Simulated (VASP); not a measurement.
# Fe (Im-3m) in VASP: single point with PBE

Aim: the single point of Fe with PBE.

Everything below comes from runs of VASP 6.6.1. Logs are shortened: lines on timing, memory, paths and dates and some standing lists are left out, and cuts for length are marked.

## (1) The cell of the first run

Symmetry: Im-3m, No. 229, cubic system. The conventional cell has a = 2.875 Å, b = 2.875 Å, c = 2.875 Å, α = 90.00°, β = 90.00°, γ = 90.00°. Within 3.3 Å of Fe (site symmetry m-3m) lie 14 Fe at 2.49 to 2.88 Å.

## (2) Single point, PBE, non-collinear spin, typed start, spin-orbit coupling

INCAR reads:

```
SYSTEM = Fe
PREC = Accurate
ENCUT = 600
EDIFF = 1E-6
ISMEAR = 0
SIGMA = 0.1
LREAL = .False.
LASPH = .True.
NELM = 200
ALGO = Normal
ISIF = 2
LWAVE = .False.
LCHARG = .True.
MAGMOM = 0 0 2.2
LORBIT = 11
LSORBIT = .True.
GGA_COMPAT = .False.
LORBMOM = .True.
LMAXMIX = 4
GGA = PE
LVHAR = .True.
NBANDS = 19
```

KPOINTS reads:

```
regular mesh
0
Gamma
  5 5 5
  0 0 0
```

POSCAR reads:

```
Fe
1.0
   -1.4375000000      1.4375000000      1.4375000000
    1.4375000000     -1.4375000000      1.4375000000
    1.4375000000      1.4375000000     -1.4375000000
Fe
1
Direct
    0.0000000000      0.0000000000      0.0000000000
```

Potentials or basis: VASP PAW PBE potentials, release 64 (Fe).

On the command line:

```
cat potpaw_PBE.64/Fe/POTCAR > POTCAR
mpirun -np 1 vasp_ncl > vasp.out
```

OUTCAR:

```text
SYSTEM = Fe
   PREC = Accurate
   ENCUT = 600
   EDIFF = 1E-6
   ISMEAR = 0
   LREAL = .False.
   LASPH = .True.
   NELM = 200
   ISIF = 2
   LORBIT = 11
   LSORBIT = .True.
   GGA = PE

 ion  position               nearest neighbor table
   1  0.000  0.000  0.000-

  LATTYP: Found a body centered cubic cell.
 ALAT       =     2.8750000000

  Lattice vectors:

 A1 = (  -1.4375000000,   1.4375000000,   1.4375000000)
 A2 = (   1.4375000000,  -1.4375000000,   1.4375000000)
 A3 = (   1.4375000000,   1.4375000000,  -1.4375000000)

Analysis of symmetry for initial positions (statically):
=====================================================================
 Subroutine PRICEL returns:
 Original cell was already a primitive cell.

 Routine SETGRP: Setting up the symmetry group for a
 body centered cubic supercell.

 Subroutine GETGRP returns: Found 48 space group operations
 (whereof 48 operations were pure point group operations)
 out of a pool of 48 trial point group operations.

The static configuration has the point symmetry O_h .

Analysis of symmetry for dynamics (positions and initial velocities):
=====================================================================
 Subroutine PRICEL returns:
 Original cell was already a primitive cell.

 Routine SETGRP: Setting up the symmetry group for a
 body centered cubic supercell.

 Subroutine GETGRP returns: Found 48 space group operations
 (whereof 48 operations were pure point group operations)
 out of a pool of 48 trial point group operations.

The dynamic configuration has the point symmetry O_h .

Analysis of structural, dynamic, and magnetic symmetry:
=====================================================================
 Subroutine PRICEL returns:
 Original cell was already a primitive cell.

 Routine SETGRP: Setting up the symmetry group for a
 body centered cubic supercell.

 Subroutine GETGRP returns: Found  8 space group operations
 (whereof  8 operations were pure point group operations)
 out of a pool of 48 trial point group operations.

The overall configuration has the point symmetry C_4h.

 Subroutine INISYM returns: Found  8 space group operations
 (whereof  8 operations are pure point group operations),
 and found     1 'primitive' translations

----------------------------------------------------------------------------------------

                                     Primitive cell

  volume of cell :      11.8818

  direct lattice vectors                    reciprocal lattice vectors
    -1.437500000  1.437500000  1.437500000     0.000000000  0.347826087  0.347826087
     1.437500000 -1.437500000  1.437500000     0.347826087  0.000000000  0.347826087
     1.437500000  1.437500000 -1.437500000     0.347826087  0.347826087  0.000000000

  length of vectors
     2.489823036  2.489823036  2.489823036     0.491900370  0.491900370  0.491900370

  position of ions in fractional coordinates (direct lattice)
     0.000000000  0.000000000  0.000000000

  ion indices of the primitive-cell ions
   primitive index   ion index
                 1           1

----------------------------------------------------------------------------------------

 KPOINTS: regular mesh

Automatic generation of k-mesh.
 Grid dimensions read from file:
 generate k-points for:    5    5    5

 Generating k-lattice:

  Cartesian coordinates                     Fractional coordinates (reciprocal lattice)
     0.000000000  0.069565217  0.069565217     0.200000000  0.000000000  0.000000000
     0.069565217  0.000000000  0.069565217     0.000000000  0.200000000  0.000000000
     0.069565217  0.069565217  0.000000000     0.000000000  0.000000000  0.200000000

  Length of vectors
     0.098380074  0.098380074  0.098380074

  Shift w.r.t. Gamma in fractional coordinates (k-lattice)
     0.000000000  0.000000000  0.000000000

 Subroutine IBZKPT returns following result:
 ===========================================

 Found     21 irreducible k-points:

 Following reciprocal coordinates:
            Coordinates               Weight
  0.000000  0.000000  0.000000      1.000000
  0.200000  0.000000  0.000000      8.000000
  0.000000  0.000000  0.200000      4.000000
  0.400000  0.000000  0.000000      8.000000
  0.000000  0.000000  0.400000      4.000000
  0.200000  0.200000  0.000000      8.000000
[... 13 lines left out ...]
 -0.400000  0.400000  0.400000      4.000000
  0.400000  0.400000 -0.400000      2.000000
   k-points           NKPTS =     21   k-points in BZ     NKDIM =     21   number of bands    NBANDS=     19
   number of dos      NEDOS =    301   number of ions     NIONS =      1
   total plane-waves  NPLWV =   8000
   dimension x,y,z NGX =    20 NGY =   20 NGZ =   20
   dimension x,y,z NGXF=    40 NGYF=   40 NGZF=   40
   ions per type =               1
   NGX,Y,Z   is equivalent  to a cutoff of  13.35, 13.35, 13.35 a.u.
   NGXF,Y,Z  is equivalent  to a cutoff of  26.71, 26.71, 26.71 a.u.
 SYSTEM =  Fe
   PREC   = accura    normal or accurate (medium, high low for compatibility)
   ISTART =      0    job   : 0-new  1-cont  2-samecut
   ICHARG =      2    charge: 1-file 2-atom 10-const
   ISPIN  =      1    spin polarized calculation?
   LNONCOLLINEAR =      T non collinear calculations
   LSORBIT =      T    spin-orbit coupling
   LASPH  =      T    aspherical Exc in radial PAW
   ENCUT  =  600.0 eV  44.10 Ry    6.64 a.u.   4.97  4.97  4.97*2*pi/ulx,y,z
   NELM   =    200;   NELMIN=  2; NELMDL= -5     # of ELM steps
   EDIFF  = 0.1E-05   stopping-criterion for ELM
   LREAL  =      F    real-space projection
   EDIFFG = 0.1E-04   stopping-criterion for IOM
   NSW    =      0    number of steps for IOM
   IBRION =     -1    ionic relax: 0-MD 1-quasi-New 2-CG
   NFREE  =      0    steps in history (QN), initial steepest desc. (CG)
   ISIF   =      2    stress and relaxation
   ISYM   =      2    0-nonsym 1-usesym 2-fastsym
   POTIM  = 0.5000    time-step for ionic-motion
   TEBEG  =    0.0;   TEEND  =   0.0 temperature during run
   PSTRESS=    0.0 pullay stress
   NELECT =       8.0000    total number of electrons
   NUPDOWN=      -1.0000    fix difference up-down
   EMIN   =  10.00;   EMAX   =-10.00  energy-range for DOS
   EFERMI =   0.00;   METHOD = LEGACY
   ISMEAR =     0;   SIGMA  =   0.10  broadening in eV -4-tet -1-fermi 0-gaus
   EFERMI_NEDOS =   21; number of points for ismear=-14 and -15
   IALGO  =     38    algorithm
   IMIX   =      4    mixing-type and parameters
     AMIX     =   0.40;   BMIX     =  1.00
     AMIX_MAG =   1.60;   BMIX_MAG =  1.00
  volume/ion in A,a.u.               =      11.88        80.18
  Fermi-wavevector in a.u.,A,eV,Ry     =   1.434863  2.711497 28.012091  2.058831
  Thomas-Fermi vector in A             =   2.554224
   LORBIT       =     11    0 simple, 1 ext, 2 COOP (PROOUT), +10 PAW based schemes
   GGA     = PE    functional components
   LHFCALC =     F    Hartree Fock is set to
   AEXX    =    0.0000 exact exchange contribution
   IVDW    =     0    specifies the selected vdW correction
   LEPSILON=     F    determine dielectric tensor
   LRPA    =     F    only Hartree local field effects (RPA)
 Gauss-broadening in eV      SIGMA  =   0.10
  energy-cutoff  :      600.00
  volume of cell :       11.88
 maximum number of plane-waves:       812
   NGX =  9   NGY =  9   NGZ =  9

 number of electron       7.9999996 magnetization      -0.0000000     -0.0000000      2.1117072

 number of electron       7.9999996 magnetization       0.0000000     -0.0000000      2.1117558

 number of electron       7.9999996 magnetization       0.0000000      0.0000000      2.1117631

 Free energy of the ion-electron system (eV)
  ---------------------------------------------------
  ext. energy  EPLUGINS =         0.00000000
  ---------------------------------------------------
  free energy    TOTEN  =        -8.18373404 eV

  energy without entropy =       -8.17489872  energy(sigma->0) =       -8.17931638

 E-fermi :   5.2748     XC(G=0): -12.8770

 val. band max:        5.2739408154   @ k =  -0.4000   0.4000   0.2000
 cond. band min:       5.2763878901   @ k =   0.2000  -0.4000   0.4000
 fundamental gap:      0.0024470747
 Fermi energy:         5.2748265994

 k-point     1 :       0.0000    0.0000    0.0000
  band No.  band energies     occupation
      1      -2.8066      1.00000
      2      -2.6378      1.00000
      3       3.1287      1.00000
      4       3.1575      1.00000
      5       3.1870      1.00000
      6       4.1892      1.00000
[... 11 lines left out ...]
     18      29.9418      0.00000
     19      34.7111      0.00000

 k-point     2 :       0.2000    0.0000    0.0000
  band No.  band energies     occupation
      1      -1.3107      1.00000
      2      -1.1138      1.00000
      3       2.7942      1.00000
      4       3.0364      1.00000
      5       3.9220      1.00000
      6       4.0391      1.00000
[... 11 lines left out ...]
     18      29.1639      0.00000
     19      30.1267      0.00000

 k-point     3 :       0.0000    0.0000    0.2000
  band No.  band energies     occupation
      1      -1.3114      1.00000
      2      -1.1133      1.00000
      3       2.7937      1.00000
      4       3.0381      1.00000
      5       3.9282      1.00000
      6       4.0222      1.00000
[... 11 lines left out ...]
     18      29.1592      0.00000
     19      30.1189      0.00000

 k-point     4 :       0.4000    0.0000    0.0000
  band No.  band energies     occupation
      1       0.6276      1.00000
      2       1.6225      1.00000
      3       2.2417      1.00000
      4       3.8378      1.00000
      5       4.1415      1.00000
      6       4.3435      1.00000
[... 341 lines left out ...]
     18      26.1944      0.00000
     19      26.5843      0.00000

 k-point    20 :      -0.4000    0.4000    0.4000
  band No.  band energies     occupation
      1       1.0220      1.00000
      2       1.0438      1.00000
      3       2.7890      1.00000
      4       2.9825      1.00000
      5       4.8568      1.00000
      6       4.8619      1.00000
[... 11 lines left out ...]
     18      21.7471      0.00000
     19      22.4612      0.00000

 k-point    21 :       0.4000    0.4000   -0.4000
  band No.  band energies     occupation
      1       1.0194      1.00000
      2       1.0474      1.00000
      3       2.7913      1.00000
      4       2.9792      1.00000
      5       4.8253      1.00000
      6       4.8945      1.00000
[... 11 lines left out ...]
     18      21.7412      0.00000
     19      22.4451      0.00000

------------------------ aborting loop because EDIFF is reached ----------------------------------------

  FORCE on cell =-STRESS in cart. coord.  units (eV):
  Direction    XX          YY          ZZ          XY          YZ          ZX
  --------------------------------------------------------------------------------------
  -------------------------------------------------------------------------------------
  Total       -0.7141031     -0.7141031     -0.7210831     -0.0000002     -0.0000000     -0.0000000
  in kB      -96.2915000    -96.2915000    -97.2327051     -0.0000283     -0.0000000     -0.0000000
  external PRESSURE =     -96.6052350 kB  Pullay stress =       0.0000000 kB

 VOLUME and BASIS-vectors are now :
 -----------------------------------------------------------------------------
  energy-cutoff  :      600.00
  volume of cell :       11.88
      direct lattice vectors                 reciprocal lattice vectors
    -1.437500000  1.437500000  1.437500000     0.000000000  0.347826087  0.347826087
     1.437500000 -1.437500000  1.437500000     0.347826087  0.000000000  0.347826087
     1.437500000  1.437500000 -1.437500000     0.347826087  0.347826087  0.000000000

 POSITION                                       TOTAL-FORCE (eV/Angst)
 -----------------------------------------------------------------------------------
      0.00000      0.00000      0.00000         0.000000      0.000000     -0.000000
 -----------------------------------------------------------------------------------
    total drift:                                0.000000     -0.000000      0.000000

  FREE ENERGIE OF THE ION-ELECTRON SYSTEM (eV)
  ---------------------------------------------------
  free  energy   TOTEN  =        -8.1837340408 eV

  energy  without entropy=       -8.1748987239  energy(sigma->0) =       -8.17931638

 orbital moment (x)

 # of ion     p       d       tot
 ----------------------------------------
  1        -0.000  -0.000  -0.000
 ----------------------------------------
           -0.000  -0.000  -0.000

 orbital moment (y)

 # of ion     p       d       tot
 ----------------------------------------
  1        -0.000  -0.000  -0.000
 ----------------------------------------
           -0.000  -0.000  -0.000

 orbital moment (z)

 # of ion     p       d       tot
 ----------------------------------------
  1         0.000   0.051   0.051
 ----------------------------------------
            0.000   0.051   0.051

 Spin-Orbit-Coupling matrix elements

 Ion:    1  E_soc:     -0.0132401
 l=   1
     0.0000000    -0.0003290    -0.0003029
    -0.0003290     0.0000000    -0.0003290
    -0.0003029    -0.0003290     0.0000000
 l=   2
     0.0000000    -0.0004855     0.0000000    -0.0004855    -0.0013261
    -0.0004855     0.0000000    -0.0010790    -0.0004786    -0.0003628
     0.0000000    -0.0010790     0.0000000    -0.0010790     0.0000000
    -0.0004855    -0.0004786    -0.0010790     0.0000000    -0.0003628
    -0.0013261    -0.0003628     0.0000000    -0.0003628     0.0000000
 l=   3
     0.0000000     0.0000000     0.0000000     0.0000000     0.0000000     0.0000000     0.0000000
     0.0000000     0.0000000     0.0000000     0.0000000     0.0000000     0.0000000     0.0000000
     0.0000000     0.0000000     0.0000000     0.0000000     0.0000000     0.0000000     0.0000000
     0.0000000     0.0000000     0.0000000     0.0000000     0.0000000     0.0000000     0.0000000
     0.0000000     0.0000000     0.0000000     0.0000000     0.0000000     0.0000000     0.0000000
     0.0000000     0.0000000     0.0000000     0.0000000     0.0000000     0.0000000     0.0000000
     0.0000000     0.0000000     0.0000000     0.0000000     0.0000000     0.0000000     0.0000000

 total charge

# of ion       s       p       d       tot
------------------------------------------
    1        0.468   0.517   6.189   7.174

 magnetization (x)

# of ion       s       p       d       tot
------------------------------------------
    1        0.000   0.000   0.000   0.000

 magnetization (y)

# of ion       s       p       d       tot
------------------------------------------
    1        0.000   0.000   0.000   0.000

 magnetization (z)

# of ion       s       p       d       tot
------------------------------------------
    1       -0.013  -0.048   2.174   2.113
```

Wall time 54 s (1 thread of Intel Xeon 6975P-C, shared host); peak memory 0.17 GiB.

Results:

```
Free energy                                           : -8.1837 eV
Pressure                                              : -9.7 GPa
Net moment                                            : 2.11 μB per cell
Valence electrons inside the program's atomic spheres : Fe 7.17
```

Moments on the atoms (μB; x, y, z):
```
Fe  0.00 0.00 2.11
```

Caveat: the k points lie up to 0.62 Å⁻¹ apart.
